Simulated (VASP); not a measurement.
Here is a VASP 6.6.1 calculation.

Contents of INCAR:

```
PREC = Accurate
ENCUT = 520
EDIFF = 1E-6
ISMEAR = -1
SIGMA = 0.03
LREAL = F
LASPH = T
NELM = 80
ALGO = Normal
ISIF = 2
LWAVE = F
LCHARG = F
GGA = PS
NBANDS = 14
```

Contents of KPOINTS:

```
regular mesh
0
Gamma
  9 9 9
```

The input POSCAR:

```
NaCl
1.0
    2.8976358949      0.0000000000      0.0000000000
    0.0000000000      2.8976358949      0.0000000000
    0.0000000000      0.0000000000      2.8976358949
Na Cl
1 1
Direct
    0.0000000000      0.0000000000      0.0000000000
    0.5000000000      0.5000000000      0.5000000000
```

Potentials or basis: VASP PAW PBE potentials, release 64 (Na_pv, Cl).

Command:

```console
$ cat potpaw_PBE.64/Na_pv/POTCAR potpaw_PBE.64/Cl/POTCAR > POTCAR
$ mpirun -np 1 vasp_std > vasp.out
```

Question: Estimate the band gap on the k mesh.

Answer: 4.70 eV.

Question: What does it give for the pressure?

Answer: 51.0 GPa.

Caveat: the cell stands under pressure; the PAW data sets were made with another functional, which shifts forces and pressure a little; an odd mesh through Γ misses points on the zone boundary, where band edges can lie.
